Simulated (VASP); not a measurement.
# BaIn15O24 (a cell with a defect) in VASP: single point with PBE

Aim: the single point of BaIn15O24 (a cell with a defect) with PBE.

Program: VASP 6.6.1. These are calculated values, not measurements. Logs are shortened: lines on timing, memory, paths and dates and some standing lists are left out, and cuts for length are marked.

## (1) The cell of the first run

The cell holds a defect, 40 atoms: a = 7.971 Å, b = 7.971 Å, c = 7.971 Å, α = 87.00°, β = 87.00°, γ = 87.00°.

## (2) Single point, PBE

INCAR

```
PREC = Accurate
ENCUT = 520
EDIFF = 1E-6
ISMEAR = -1
SIGMA = 0.01
LREAL = Auto
LASPH = True
NELM = 100
ALGO = Normal
ISIF = 2
LWAVE = False
LCHARG = True
GGA = PE
LELF = True
LVHAR = True
NBANDS = 200
NELECT = 350.0
```

KPOINTS

```
regular mesh
0
Gamma
  3 3 3
```

POSCAR

```
BaIn15O24
1.0
   -5.4870000000     -3.1679209270      4.8366666667
    5.4870000000     -3.1679209270      4.8366666667
    0.0000000000      6.3358418540      4.8366666667
Ba In O
1 15 24
Direct
    0.3922576165      0.3922576165      0.3922576165
    0.8589200197      0.8617492983      0.3549022085
    0.8617492983      0.3549022085      0.8589200197
    0.3549022085      0.8589200197      0.8617492983
    0.1520291426      0.1520291426      0.1520291426
    0.6482710025      0.6460694376      0.1333287420
    0.6460694376      0.1333287420      0.6482710025
    0.1333287420      0.6482710025      0.6460694376
    0.6443672044      0.6443672044      0.6443672044
    0.1398600422      0.1402743463      0.6435193230
    0.1402743463      0.6435193230      0.1398600422
    0.6435193230      0.1398600422      0.1402743463
    0.8605895196      0.8605895196      0.8605895196
    0.3512489414      0.3580206927      0.8606439988
    0.3580206927      0.8606439988      0.3512489414
    0.8606439988      0.3512489414      0.3580206927
    0.5939606974      0.3967639841      0.7399076052
    0.1012908328      0.8967343475      0.7494009992
    0.0935182182      0.4034525681      0.2457475068
    0.6073176601      0.8968015247      0.2483120701
    0.7399076052      0.5939606974      0.3967639841
    0.2457475068      0.0935182182      0.4034525681
    0.2483120701      0.6073176601      0.8968015247
    0.7494009992      0.1012908328      0.8967343475
    0.3967639841      0.7399076052      0.5939606974
    0.8968015247      0.2483120701      0.6073176601
    0.8967343475      0.7494009992      0.1012908328
    0.4034525681      0.2457475068      0.0935182182
    0.3984223607      0.6380969301      0.2100384489
    0.9067845788      0.0971383006      0.2378292905
    0.8915158413      0.6022976085      0.7592226927
    0.3974958156      0.0987434450      0.7431551373
    0.2100384489      0.3984223607      0.6380969301
    0.7592226927      0.8915158413      0.6022976085
    0.7431551373      0.3974958156      0.0987434450
    0.2378292905      0.9067845788      0.0971383006
    0.6380969301      0.2100384489      0.3984223607
    0.0987434450      0.7431551373      0.3974958156
    0.0971383006      0.2378292905      0.9067845788
    0.6022976085      0.7592226927      0.8915158413
```

Potentials or basis: VASP PAW PBE potentials, release 64 (Ba_sv, In_d, O).

On the command line:

```
$ cat potpaw_PBE.64/Ba_sv/POTCAR potpaw_PBE.64/In_d/POTCAR potpaw_PBE.64/O/POTCAR > POTCAR
$ mpirun -np 1 vasp_std > vasp.out
```

OUTCAR:

```text
PREC = Accurate
   ENCUT = 520
   EDIFF = 1E-6
   ISMEAR = -1
   LREAL = Auto
   LASPH = True
   NELM = 100
   ISIF = 2
   GGA = PE
   NELECT = 350.0

 ion  position               nearest neighbor table
   1  0.392  0.392  0.392-  33 2.38  29 2.38  37 2.38  22 2.70  28 2.70  19 2.70  21 3.28  17 3.28
                            25 3.28  10 3.42  11 3.42  12 3.42   6 3.47   7 3.47   8 3.47   5 3.49
   2  0.859  0.862  0.355-  30 2.10  34 2.11  38 2.12  20 2.22  27 2.25  21 2.38   6 3.13  12 3.21
                            11 3.24   9 3.28   7 3.57   8 3.58   5 3.63  16 3.90  13 3.94  15 3.98
   3  0.862  0.355  0.859-  39 2.10  31 2.11  35 2.12  26 2.22  24 2.25  17 2.38   7 3.13  10 3.21
                            12 3.24   9 3.28   8 3.57   6 3.58   5 3.63  14 3.90  13 3.94  16 3.98
   4  0.355  0.859  0.862-  36 2.10  40 2.11  32 2.12  23 2.22  18 2.25  25 2.38   8 3.13  11 3.21
                            10 3.24   9 3.28   6 3.57   7 3.58   5 3.63  15 3.90  13 3.94  14 3.98
   5  0.152  0.152  0.152-  39 2.10  30 2.10  36 2.10  22 2.19  28 2.19  19 2.19  14 3.18  16 3.18
                            15 3.18   1 3.49   2 3.63   3 3.63   4 3.63  10 3.91  11 3.91  12 3.91
   6  0.648  0.646  0.133-  29 2.06  35 2.11  40 2.13  27 2.18  20 2.24  21 2.27   2 3.13  13 3.17
                            15 3.28  16 3.33   1 3.47   4 3.57   3 3.58   9 3.90  11 3.92  12 3.94
   7  0.646  0.133  0.648-  37 2.06  32 2.11  34 2.13  24 2.18  26 2.24  17 2.27   3 3.13  13 3.17
                            16 3.28  14 3.33   1 3.47   2 3.57   4 3.58   9 3.90  12 3.92  10 3.94
   8  0.133  0.648  0.646-  33 2.06  38 2.11  31 2.13  18 2.18  23 2.24  25 2.27   4 3.13  13 3.17
                            14 3.28  15 3.33   1 3.47   3 3.57   2 3.58   9 3.90  10 3.92  11 3.94
   9  0.644  0.644  0.644-  21 2.13  17 2.13  25 2.13  34 2.22  40 2.22  31 2.22  13 3.14   2 3.28
[... 25 lines left out ...]
  27  0.897  0.749  0.101-  13 2.10  11 2.11   6 2.18   2 2.25
  28  0.403  0.246  0.094-  14 2.07  12 2.09   5 2.19   1 2.70
  29  0.398  0.638  0.210-   6 2.06  15 2.15  11 2.16   1 2.38
  30  0.907  0.097  0.238-   2 2.10   5 2.10  12 2.28  16 2.29
  31  0.892  0.602  0.759-   3 2.11   8 2.13   9 2.22  13 2.25
  32  0.397  0.099  0.743-   7 2.11   4 2.12  10 2.24  14 2.32
  33  0.210  0.398  0.638-   8 2.06  14 2.15  10 2.16   1 2.38
  34  0.759  0.892  0.602-   2 2.11   7 2.13   9 2.22  13 2.25
  35  0.743  0.397  0.099-   6 2.11   3 2.12  12 2.24  16 2.32
  36  0.238  0.907  0.097-   4 2.10   5 2.10  11 2.28  15 2.29
  37  0.638  0.210  0.398-   7 2.06  16 2.15  12 2.16   1 2.38
  38  0.099  0.743  0.397-   8 2.11   2 2.12  11 2.24  15 2.32
  39  0.097  0.238  0.907-   3 2.10   5 2.10  10 2.28  14 2.29
  40  0.602  0.759  0.892-   4 2.11   6 2.13   9 2.22  13 2.25

  LATTYP: Found a trigonal (rhomboedric) cell.
 ALAT       =     7.9709620777
 COS(alpha) =     0.0522835256

  Lattice vectors:

 A1 = (  -5.4870000000,  -3.1679209270,   4.8366666667)
 A2 = (   5.4870000000,  -3.1679209270,   4.8366666667)
 A3 = (   0.0000000000,   6.3358418540,   4.8366666667)

Analysis of symmetry for initial positions (statically):
=====================================================================
 Subroutine PRICEL returns:
 Original cell was already a primitive cell.

 Routine SETGRP: Setting up the symmetry group for a
 trigonal (rhombohedral) supercell.

 Subroutine GETGRP returns: Found  3 space group operations
 (whereof  3 operations were pure point group operations)
 out of a pool of 12 trial point group operations.

The static configuration has the point symmetry C_3 .

Analysis of symmetry for dynamics (positions and initial velocities):
=====================================================================
 Subroutine PRICEL returns:
 Original cell was already a primitive cell.

 Routine SETGRP: Setting up the symmetry group for a
 trigonal (rhombohedral) supercell.

 Subroutine GETGRP returns: Found  3 space group operations
 (whereof  3 operations were pure point group operations)
 out of a pool of 12 trial point group operations.

The dynamic configuration has the point symmetry C_3 .

 Subroutine INISYM returns: Found  3 space group operations
 (whereof  3 operations are pure point group operations),
 and found     1 'primitive' translations

----------------------------------------------------------------------------------------

                                     Primitive cell

  volume of cell :     504.4367

[... 94 lines left out ...]

 KPOINTS: regular mesh

Automatic generation of k-mesh.
 Grid dimensions read from file:
 generate k-points for:    3    3    3

 Generating k-lattice:

  Cartesian coordinates                     Fractional coordinates (reciprocal lattice)
    -0.030374825 -0.017536914  0.022972663     0.333333333 -0.000000000 -0.000000000
     0.030374825 -0.017536914  0.022972663    -0.000000000  0.333333333 -0.000000000
     0.000000000  0.035073827  0.022972663    -0.000000000 -0.000000000  0.333333333

  Length of vectors
     0.041927516  0.041927516  0.041927516

  Shift w.r.t. Gamma in fractional coordinates (k-lattice)
     0.000000000  0.000000000  0.000000000

 Subroutine IBZKPT returns following result:
 ===========================================

 Found      6 irreducible k-points:

 Following reciprocal coordinates:
            Coordinates               Weight
  0.000000  0.000000  0.000000      1.000000
  0.333333 -0.000000  0.000000      6.000000
  0.333333  0.333333  0.000000      6.000000
 -0.333333  0.333333  0.000000      6.000000
  0.333333  0.333333  0.333333      2.000000
 -0.333333  0.333333  0.333333      6.000000
   k-points           NKPTS =      6   k-points in BZ     NKDIM =      6   number of bands    NBANDS=    200
   number of dos      NEDOS =    301   number of ions     NIONS =     40
   total plane-waves  NPLWV = 216000
   dimension x,y,z NGX =    60 NGY =   60 NGZ =   60
   dimension x,y,z NGXF=   120 NGYF=  120 NGZF=  120
   ions per type =               1  15  24
   NGX,Y,Z   is equivalent  to a cutoff of  12.51, 12.51, 12.51 a.u.
   NGXF,Y,Z  is equivalent  to a cutoff of  25.03, 25.03, 25.03 a.u.
 SYSTEM =  unknown system
   PREC   = accura    normal or accurate (medium, high low for compatibility)
   ISTART =      0    job   : 0-new  1-cont  2-samecut
   ICHARG =      2    charge: 1-file 2-atom 10-const
   ISPIN  =      1    spin polarized calculation?
   LNONCOLLINEAR =      F non collinear calculations
   LSORBIT =      F    spin-orbit coupling
   LASPH  =      T    aspherical Exc in radial PAW
   ENCUT  =  520.0 eV  38.22 Ry    6.18 a.u.  14.82 14.82 14.82*2*pi/ulx,y,z
   NELM   =    100;   NELMIN=  2; NELMDL= -5     # of ELM steps
   EDIFF  = 0.1E-05   stopping-criterion for ELM
   LREAL  =      T    real-space projection
   EDIFFG = 0.1E-04   stopping-criterion for IOM
   NSW    =      0    number of steps for IOM
   IBRION =     -1    ionic relax: 0-MD 1-quasi-New 2-CG
   NFREE  =      0    steps in history (QN), initial steepest desc. (CG)
   ISIF   =      2    stress and relaxation
   ISYM   =      2    0-nonsym 1-usesym 2-fastsym
   POTIM  = 0.5000    time-step for ionic-motion
   TEBEG  =    0.0;   TEEND  =   0.0 temperature during run
   PSTRESS=    0.0 pullay stress
   NELECT =     350.0000    total number of electrons
   NUPDOWN=      -1.0000    fix difference up-down
   EMIN   =  10.00;   EMAX   =-10.00  energy-range for DOS
   EFERMI =   0.00;   METHOD = LEGACY
   ISMEAR =    -1;   SIGMA  =   0.01  broadening in eV -4-tet -1-fermi 0-gaus
   EFERMI_NEDOS =   21; number of points for ismear=-14 and -15
   IALGO  =     38    algorithm
   IMIX   =      4    mixing-type and parameters
     AMIX     =   0.40;   BMIX     =  1.00
     AMIX_MAG =   1.60;   BMIX_MAG =  1.00
  volume/ion in A,a.u.               =      12.61        85.10
  Fermi-wavevector in a.u.,A,eV,Ry     =   1.449312  2.738803 28.579117  2.100506
  Thomas-Fermi vector in A             =   2.567053
   LORBIT       =      0    0 simple, 1 ext, 2 COOP (PROOUT), +10 PAW based schemes
   GGA     = PE    functional components
   LHFCALC =     F    Hartree Fock is set to
   AEXX    =    0.0000 exact exchange contribution
   IVDW    =     0    specifies the selected vdW correction
   LEPSILON=     F    determine dielectric tensor
   LRPA    =     F    only Hartree local field effects (RPA)
 non-spin polarized calculation
  energy-cutoff  :      520.00
  volume of cell :      504.44
 maximum number of plane-waves:     13620
   NGX = 29   NGY = 29   NGZ = 29

 number of electron     350.0000020 magnetization

 Free energy of the ion-electron system (eV)
  ---------------------------------------------------
  ext. energy  EPLUGINS =         0.00000000
  ---------------------------------------------------
  free energy    TOTEN  =      -212.96038280 eV

  energy without entropy =     -212.96038280  energy(sigma->0) =     -212.96038280

 E-fermi :   6.3402     XC(G=0): -11.2971

 val. band max:        6.0703886318   @ k =   0.3333   0.3333   0.3333
 cond. band min:       7.1096530777   @ k =   0.0000   0.0000   0.0000
 fundamental gap:      1.0392644460
 Fermi energy:         6.3402262427

 k-point     1 :       0.0000    0.0000    0.0000
  band No.  band energies     occupation
      1     -18.2945      2.00000
      2     -12.2286      2.00000
      3     -11.8624      2.00000
      4     -11.8624      2.00000
      5     -11.6858      2.00000
      6     -11.5289      2.00000
[... 1129 lines left out ...]
    186      11.6460      0.00000
    187      11.7710      0.00000
 [bands above 187 left out]

------------------------ aborting loop because EDIFF is reached ----------------------------------------

  FORCE on cell =-STRESS in cart. coord.  units (eV):
  Direction    XX          YY          ZZ          XY          YZ          ZX
  --------------------------------------------------------------------------------------
  -------------------------------------------------------------------------------------
  Total       60.5493121     60.5493121     46.7928917     -0.0000004      0.0000000     -0.0000000
  in kB      192.3149716    192.3149716    148.6222275     -0.0000011      0.0000000     -0.0000000
  external PRESSURE =     177.7507236 kB  Pullay stress =       0.0000000 kB

 VOLUME and BASIS-vectors are now :
 -----------------------------------------------------------------------------
  energy-cutoff  :      520.00
  volume of cell :      504.44
      direct lattice vectors                 reciprocal lattice vectors
    -5.487000000 -3.167920927  4.836666667    -0.091124476 -0.052610741  0.068917988
     5.487000000 -3.167920927  4.836666667     0.091124476 -0.052610741  0.068917988
     0.000000000  6.335841854  4.836666667     0.000000000  0.105221482  0.068917988

 POSITION                                       TOTAL-FORCE (eV/Angst)
 -----------------------------------------------------------------------------------
      0.00000      0.00000      5.69166        -0.000000     -0.000000      0.056594
      0.01552     -3.20234     10.03885         0.011806      0.015826     -0.015398
     -2.78107      1.58773     10.03885         0.007802     -0.018137     -0.015398
      2.76555      1.61461     10.03885        -0.019609      0.002312     -0.015398
      0.00000      0.00000      2.20594        -0.000000     -0.000000     -0.004017
     -0.01208     -3.25562      6.90516         0.019397      0.015309     -0.010476
[... 32 lines left out ...]
      0.77197      4.68409      6.00594        -0.009625     -0.009649     -0.004758
      0.86105      1.33531     10.89718        -0.007161     -0.020137      0.006663
 -----------------------------------------------------------------------------------
    total drift:                               -0.000000     -0.000003     -0.022359

  FREE ENERGIE OF THE ION-ELECTRON SYSTEM (eV)
  ---------------------------------------------------
  free  energy   TOTEN  =      -212.9603827953 eV

  energy  without entropy=     -212.9603827953  energy(sigma->0) =     -212.96038280
```

Wall time 23 min (1 thread of Intel Xeon Platinum 8259CL at 2.50GHz (Skylake/Cascade Lake), shared host); peak memory 0.73 GiB.

Results:

```
Free energy   : -212.9604 eV
Largest force : 0.253 eV/Å
```

Forces in eV/Å, atoms in the order of the input:
```
Ba   0.000  0.000  0.057
In   0.012  0.016 -0.015
In   0.008 -0.018 -0.015
In  -0.020  0.002 -0.015
In   0.000  0.000 -0.004
In   0.019  0.015 -0.010
In   0.004 -0.024 -0.010
In  -0.023  0.009 -0.010
In   0.000  0.000  0.017
In   0.019 -0.011  0.040
In  -0.019 -0.011  0.040
In   0.000  0.022  0.040
In   0.000  0.000 -0.018
In   0.016 -0.001 -0.030
In  -0.009 -0.013 -0.030
In  -0.007  0.014 -0.030
O   -0.015 -0.005  0.001
O   -0.008 -0.007  0.005
O    0.007 -0.013 -0.030
O   -0.016  0.009 -0.006
O    0.012 -0.011  0.001
O    0.007  0.013 -0.030
O    0.001 -0.018 -0.006
O    0.009 -0.003  0.005
O    0.003  0.016  0.001
O    0.015  0.009 -0.006
O   -0.002  0.010  0.005
O   -0.015  0.000 -0.030
O    0.140 -0.210  0.021
O    0.013 -0.004 -0.005
O    0.021  0.004  0.007
O    0.003 -0.005  0.006
O    0.111  0.226  0.021
O   -0.014  0.016  0.007
O    0.003  0.006  0.006
O   -0.004  0.013 -0.005
O   -0.252 -0.017  0.021
O   -0.006  0.000  0.006
O   -0.010 -0.010 -0.005
O   -0.007 -0.020  0.007
```

Levels at points of the mesh, in eV from the Fermi level:
```tsv
k point	band 172	band 173	band 174	band 175	band 176	band 177	band 178	band 179
(0.00, 0.00, 0.00)	-0.73	-0.73	-0.30	-0.30	0.77	4.43	4.43	4.54
```

Caveat: the cell carries a net charge on a neutralising background, which shifts energy and pressure; the cell is charged against a uniform background, so pressure and absolute levels hang on convention; spin-orbit coupling is left out, which moves the levels of the heavy elements.
